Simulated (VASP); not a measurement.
# InAs (F-43m) in VASP: notebook

InAs is run at these levels: PBEsol; tasks: single point, vibrations by perturbation theory.

All numbers are computed with VASP 6.6.1; they aren't measurements. Logs are shortened: lines on timing, memory, paths and dates and some standing lists are left out, and cuts for length are marked.

### Step 1. The cell of the first run

Symmetry: F-43m, No. 216, cubic system. Conventional cell: a = 6.088 Å, b = 6.088 Å, c = 6.088 Å, α = 90.00°, β = 90.00°, γ = 90.00°. In (site symmetry -43m) has 4 As at 2.64 Å within 3.5 Å. As (site symmetry -43m) has 4 In at 2.64 Å within 3.5 Å.

### Step 2. Single point, PBEsol

POSCAR reads:

```
InAs
1.0
    0.0000000000      3.0438898044      3.0438898044
    3.0438898044      0.0000000000      3.0438898044
    3.0438898044      3.0438898044      0.0000000000
In As
1 1
Direct
    0.0000000000      0.0000000000      0.0000000000
    0.2500000000      0.2500000000      0.2500000000
```

INCAR.step1 reads:

```
PREC = Accurate
ENCUT = 520
EDIFF = 1E-7
ISMEAR = 0
SIGMA = 0.1
LREAL = False
LASPH = True
NELM = 100
ALGO = Normal
ISIF = 2
LWAVE = False
LCHARG = True
GGA = PS
NBANDS = 16
```

KPOINTS.step1 reads:

```
regular mesh
0
Gamma
  12 12 12
```

INCAR.step2 reads:

```
PREC = Accurate
ENCUT = 520
EDIFF = 1E-7
ISMEAR = -5
SIGMA = 0.1
LREAL = False
LASPH = True
NELM = 100
ALGO = Normal
ISIF = 2
LWAVE = False
LCHARG = False
GGA = PS
LORBIT = 11
NBANDS = 16
NEDOS = 2001
ICHARG = 11
```

KPOINTS.step2 reads:

```
regular mesh
0
Gamma
  18 18 18
```

Potentials or basis: VASP PAW PBE potentials, release 64 (In_d, As).

Launch:

```
cat potpaw_PBE.64/In_d/POTCAR potpaw_PBE.64/As/POTCAR > POTCAR
cp INCAR.step1 INCAR
cp KPOINTS.step1 KPOINTS
mpirun -np 1 vasp_std > vasp.out
cp INCAR.step2 INCAR
cp KPOINTS.step2 KPOINTS
mpirun -np 1 vasp_std > vasp.out
```

OUTCAR:

```text
PREC = Accurate
   ENCUT = 520
   EDIFF = 1E-7
   ISMEAR = -5
   LREAL = False
   LASPH = True
   NELM = 100
   ISIF = 2
   GGA = PS
   LORBIT = 11
   ICHARG = 11

 ion  position               nearest neighbor table
   1  0.000  0.000  0.000-   2 2.64   2 2.64   2 2.64   2 2.64
   2  0.250  0.250  0.250-   1 2.64   1 2.64   1 2.64   1 2.64

  LATTYP: Found a face centered cubic cell.
 ALAT       =     6.0877796088

  Lattice vectors:

 A1 = (   0.0000000000,   3.0438898044,   3.0438898044)
 A2 = (   3.0438898044,   0.0000000000,   3.0438898044)
 A3 = (   3.0438898044,   3.0438898044,   0.0000000000)

Analysis of symmetry for initial positions (statically):
=====================================================================
 Subroutine PRICEL returns:
 Original cell was already a primitive cell.

 Routine SETGRP: Setting up the symmetry group for a
 face centered cubic supercell.

 Subroutine GETGRP returns: Found 24 space group operations
 (whereof 24 operations were pure point group operations)
 out of a pool of 48 trial point group operations.

The static configuration has the point symmetry T_d .

Analysis of symmetry for dynamics (positions and initial velocities):
=====================================================================
 Subroutine PRICEL returns:
 Original cell was already a primitive cell.

 Routine SETGRP: Setting up the symmetry group for a
 face centered cubic supercell.

 Subroutine GETGRP returns: Found 24 space group operations
 (whereof 24 operations were pure point group operations)
 out of a pool of 48 trial point group operations.

The dynamic configuration has the point symmetry T_d .

 Subroutine INISYM returns: Found 24 space group operations
 (whereof 24 operations are pure point group operations),
 and found     1 'primitive' translations

----------------------------------------------------------------------------------------

                                     Primitive cell

  volume of cell :      56.4049

  direct lattice vectors                    reciprocal lattice vectors
     0.000000000  3.043889804  3.043889804    -0.164263502  0.164263502  0.164263502
     3.043889804  0.000000000  3.043889804     0.164263502 -0.164263502  0.164263502
     3.043889804  3.043889804  0.000000000     0.164263502  0.164263502 -0.164263502

  length of vectors
     4.304710244  4.304710244  4.304710244     0.284512732  0.284512732  0.284512732

  position of ions in fractional coordinates (direct lattice)
     0.000000000  0.000000000  0.000000000
     0.250000000  0.250000000  0.250000000

  ion indices of the primitive-cell ions
   primitive index   ion index
                 1           1
                 2           2

----------------------------------------------------------------------------------------

 KPOINTS: regular mesh

Automatic generation of k-mesh.
 Grid dimensions read from file:
 generate k-points for:   18   18   18

 Generating k-lattice:

  Cartesian coordinates                     Fractional coordinates (reciprocal lattice)
    -0.009125750  0.009125750  0.009125750     0.055555556  0.000000000  0.000000000
     0.009125750 -0.009125750  0.009125750     0.000000000  0.055555556  0.000000000
     0.009125750  0.009125750 -0.009125750     0.000000000  0.000000000  0.055555556

  Length of vectors
     0.015806263  0.015806263  0.015806263

  Shift w.r.t. Gamma in fractional coordinates (k-lattice)
     0.000000000  0.000000000  0.000000000

 TETIRR: Found    806 inequivalent tetrahedra from    34992

 Subroutine IBZKPT returns following result:
 ===========================================

 Found    195 irreducible k-points:

 Following reciprocal coordinates:
            Coordinates               Weight
  0.000000  0.000000  0.000000      1.000000
  0.055556  0.000000  0.000000      8.000000
  0.111111  0.000000  0.000000      8.000000
  0.166667  0.000000  0.000000      8.000000
  0.222222  0.000000  0.000000      8.000000
  0.277778  0.000000  0.000000      8.000000
[... 16 lines left out ...]
 -0.277778  0.055556  0.000000     24.000000
 -0.222222  0.055556  0.000000     24.000000
 [... further k-points ...]
   k-points           NKPTS =    195   k-points in BZ     NKDIM =    195   number of bands    NBANDS=     16
   number of dos      NEDOS =   2001   number of ions     NIONS =      2
   total plane-waves  NPLWV =  32768
   dimension x,y,z NGX =    32 NGY =   32 NGZ =   32
   dimension x,y,z NGXF=    64 NGYF=   64 NGZF=   64
   ions per type =               1   1
   NGX,Y,Z   is equivalent  to a cutoff of  12.36, 12.36, 12.36 a.u.
   NGXF,Y,Z  is equivalent  to a cutoff of  24.72, 24.72, 24.72 a.u.
 SYSTEM =  unknown system
   PREC   = accura    normal or accurate (medium, high low for compatibility)
   ISTART =      0    job   : 0-new  1-cont  2-samecut
   ICHARG =     11    charge: 1-file 2-atom 10-const
   ISPIN  =      1    spin polarized calculation?
   LNONCOLLINEAR =      F non collinear calculations
   LSORBIT =      F    spin-orbit coupling
   LASPH  =      T    aspherical Exc in radial PAW
   ENCUT  =  520.0 eV  38.22 Ry    6.18 a.u.   8.00  8.00  8.00*2*pi/ulx,y,z
   NELM   =    100;   NELMIN=  2; NELMDL=  0     # of ELM steps
   EDIFF  = 0.1E-06   stopping-criterion for ELM
   LREAL  =      F    real-space projection
   EDIFFG = 0.1E-05   stopping-criterion for IOM
   NSW    =      0    number of steps for IOM
   IBRION =     -1    ionic relax: 0-MD 1-quasi-New 2-CG
   NFREE  =      0    steps in history (QN), initial steepest desc. (CG)
   ISIF   =      2    stress and relaxation
   ISYM   =      2    0-nonsym 1-usesym 2-fastsym
   POTIM  = 0.5000    time-step for ionic-motion
   TEBEG  =    0.0;   TEEND  =   0.0 temperature during run
   PSTRESS=    0.0 pullay stress
   NELECT =      18.0000    total number of electrons
   NUPDOWN=      -1.0000    fix difference up-down
   EMIN   =  10.00;   EMAX   =-10.00  energy-range for DOS
   EFERMI =   0.00;   METHOD = LEGACY
   ISMEAR =    -5;   SIGMA  =   0.10  broadening in eV -4-tet -1-fermi 0-gaus
   EFERMI_NEDOS =   21; number of points for ismear=-14 and -15
   IALGO  =     38    algorithm
   IMIX   =      4    mixing-type and parameters
     AMIX     =   0.40;   BMIX     =  1.00
     AMIX_MAG =   1.60;   BMIX_MAG =  1.00
  volume/ion in A,a.u.               =      28.20       190.32
  Fermi-wavevector in a.u.,A,eV,Ry     =   1.118734  2.114100 17.028578  1.251565
  Thomas-Fermi vector in A             =   2.255367
   LORBIT       =     11    0 simple, 1 ext, 2 COOP (PROOUT), +10 PAW based schemes
   GGA     = PS    functional components
   LHFCALC =     F    Hartree Fock is set to
   AEXX    =    0.0000 exact exchange contribution
   IVDW    =     0    specifies the selected vdW correction
   LEPSILON=     F    determine dielectric tensor
   LRPA    =     F    only Hartree local field effects (RPA)
 non-spin polarized calculation
 Fermi weights with tetrahedron method with Bloechl corrections
  energy-cutoff  :      520.00
  volume of cell :       56.40
 maximum number of plane-waves:      1540

 number of electron      17.9999992 magnetization

 Free energy of the ion-electron system (eV)
  ---------------------------------------------------
  ext. energy  EPLUGINS =         0.00000000
  ---------------------------------------------------
  free energy    TOTEN  =        -8.49083069 eV

  energy without entropy =       -8.49083069  energy(sigma->0) =       -8.49083069

 E-fermi :   4.1722     XC(G=0):  -9.1966

 val. band max:        4.1707811651   @ k =   0.0000   0.0000   0.0000
 cond. band min:       4.1707812603   @ k =   0.0000   0.0000   0.0000
 fundamental gap:      0.0000000953
 Fermi energy:         4.1722382422

 k-point     1 :       0.0000    0.0000    0.0000
  band No.  band energies     occupation
      1     -10.1211      2.00000
      2     -10.1211      2.00000
      3     -10.1211      2.00000
      4      -9.9993      2.00000
      5      -9.9993      2.00000
      6      -7.5904      2.00000
[... 8 lines left out ...]
     15      13.7843      0.00000
     16      13.7843      0.00000

 k-point     2 :       0.0556    0.0000    0.0000
  band No.  band energies     occupation
      1     -10.1251      2.00000
      2     -10.1199      2.00000
      3     -10.1199      2.00000
      4      -9.9994      2.00000
      5      -9.9994      2.00000
      6      -7.5588      2.00000
[... 8 lines left out ...]
     15      13.4243      0.00000
     16      13.4243      0.00000

 k-point     3 :       0.1111    0.0000    0.0000
  band No.  band energies     occupation
      1     -10.1365      2.00000
      2     -10.1167      2.00000
      3     -10.1167      2.00000
      4      -9.9994      2.00000
      5      -9.9994      2.00000
      6      -7.4657      2.00000
[... 8 lines left out ...]
     15      12.9798      0.00000
     16      12.9798      0.00000

 k-point     4 :       0.1667    0.0000    0.0000
  band No.  band energies     occupation
      1     -10.1533      2.00000
      2     -10.1119      2.00000
      3     -10.1119      2.00000
      4      -9.9994      2.00000
      5      -9.9994      2.00000
      6      -7.3158      2.00000
[... 8 lines left out ...]
     15      12.6830      0.00000
     16      12.6830      0.00000
[... 324 lines left out ...]
 k-point    22 :      -0.3333    0.0556    0.0000
  band No.  band energies     occupation
      1     -10.2190      2.00000
      2     -10.0950      2.00000
      3     -10.0936      2.00000
      4      -9.9975      2.00000
      5      -9.9938      2.00000
      6      -6.5316      2.00000
[... 8 lines left out ...]
     15      12.9012      0.00000
     16      13.9092      0.00000

 k-point    23 :      -0.2778    0.0556    0.0000
  band No.  band energies     occupation
      1     -10.2022      2.00000
      2     -10.0994      2.00000
      3     -10.0971      2.00000
      4      -9.9995      2.00000
      5      -9.9952      2.00000
      6      -6.7774      2.00000
[... 8 lines left out ...]
     15      12.4504      0.00000
     16      13.4368      0.00000

 k-point    24 :      -0.2222    0.0556    0.0000
  band No.  band energies     occupation
      1     -10.1829      2.00000
      2     -10.1048      2.00000
      3     -10.1017      2.00000
      4     -10.0008      2.00000
      5      -9.9965      2.00000
      6      -7.0176      2.00000
[... 8 lines left out ...]
     15      12.4383      0.00000
     16      13.2027      0.00000

 [... further k-points ...]

------------------------ aborting loop because EDIFF is reached ----------------------------------------

  FORCE on cell =-STRESS in cart. coord.  units (eV):
  Direction    XX          YY          ZZ          XY          YZ          ZX
  --------------------------------------------------------------------------------------
  -------------------------------------------------------------------------------------
  Total        0.0222755      0.0222755      0.0222755      0.0000000      0.0000000      0.0000000
  in kB        0.6327349      0.6327349      0.6327349      0.0000000      0.0000000      0.0000000
  external PRESSURE =       0.6327349 kB  Pullay stress =       0.0000000 kB

 VOLUME and BASIS-vectors are now :
 -----------------------------------------------------------------------------
  energy-cutoff  :      520.00
  volume of cell :       56.40
      direct lattice vectors                 reciprocal lattice vectors
     0.000000000  3.043889804  3.043889804    -0.164263502  0.164263502  0.164263502
     3.043889804  0.000000000  3.043889804     0.164263502 -0.164263502  0.164263502
     3.043889804  3.043889804  0.000000000     0.164263502  0.164263502 -0.164263502

 POSITION                                       TOTAL-FORCE (eV/Angst)
 -----------------------------------------------------------------------------------
      0.00000      0.00000      0.00000         0.000000      0.000000     -0.000000
      1.52194      1.52194      1.52194        -0.000000     -0.000000      0.000000
 -----------------------------------------------------------------------------------
    total drift:                               -0.000000     -0.000000     -0.000000

  FREE ENERGIE OF THE ION-ELECTRON SYSTEM (eV)
  ---------------------------------------------------
  free  energy   TOTEN  =        -8.4908306898 eV

  energy  without entropy=       -8.4908306898  energy(sigma->0) =       -8.49083069

 total charge

# of ion       s       p       d       tot
------------------------------------------
    1        0.849   0.718   9.886  11.454
    2        1.225   1.547   0.021   2.793
--------------------------------------------------
tot          2.074   2.265   9.908  14.247
```

Wall time 1.9 min (1 thread of Intel Xeon 6455B, shared host); peak memory 0.31 GiB.

What came out:

```
Valence electrons inside the program's atomic spheres : In 11.45; As 2.79
```

Caveat: the PAW data sets were made with another functional, which shifts forces and pressure a little; spin-orbit coupling is left out, which moves the levels of the heavy elements; tetrahedron occupations give inexact forces and stress in metals.

(Continued in part 2 of 2.)
